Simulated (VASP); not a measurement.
Wanted: the native input for a VASP 6.6.1 run.

```yaml
Task: single point
Functional: PBE
Potentials_or_basis: VASP PAW PBE potentials, release 64 (Ta_pv, F)
Cutoff: 520 eV
k_mesh: 10 × 10 × 4
Occupations: gaussian, width 0.1 eV
Spin: no spin polarisation
Dipole_correction: no
Further_INCAR_settings: ALGO = Normal; EDIFF = 1e-06; NBANDS = 44
```

The structure of Ta5F2 lies in POSCAR:

```
Ta5F2
1.0
    3.2794732485      0.0000000000      0.0000000000
    0.0000000000      3.2794732485      0.0000000000
    0.0000000000      0.0000000000     10.0754653371
Ta F
5 2
Direct
    0.5000000000      0.5000000000      0.1664416100
    0.5000000000      0.5000000000      0.8335583900
    0.0000000000      0.0000000000      0.0000000000
    0.0000000000      0.0000000000      0.3319239911
    0.0000000000      0.0000000000      0.6680760089
    0.0000000000      0.5000000000      0.5000000000
    0.5000000000      0.0000000000      0.5000000000
```

One way to write it, as run:

INCAR

```
PREC = Accurate
ENCUT = 520
EDIFF = 1E-6
ISMEAR = 0
SIGMA = 0.1
LREAL = F
LASPH = T
NELM = 60
ALGO = Normal
ISIF = 2
LWAVE = F
LCHARG = T
GGA = PE
LELF = T
LVHAR = T
NBANDS = 44
```

KPOINTS

```
regular mesh
0
Gamma
  10 10 4
```

Potentials or basis: VASP PAW PBE potentials, release 64 (Ta_pv, F).

Command:

```bash
$ cat potpaw_PBE.64/Ta_pv/POTCAR potpaw_PBE.64/F/POTCAR > POTCAR
$ mpirun -np 1 vasp_std > vasp.out
```

Results of the run:

```json
{
  "Pressure": "0.0 GPa",
  "Largest force": "0.030 eV/Å"
}
```

Caveat: an odd number of electrons without spin polarisation forces a metal; a magnetic or distorted state may lie lower.

Run time: 110 s on 1 thread of Intel(R) Xeon(R) 6975P-C (Granite Rapids), with other jobs on the host, peak memory 0.35 GiB.
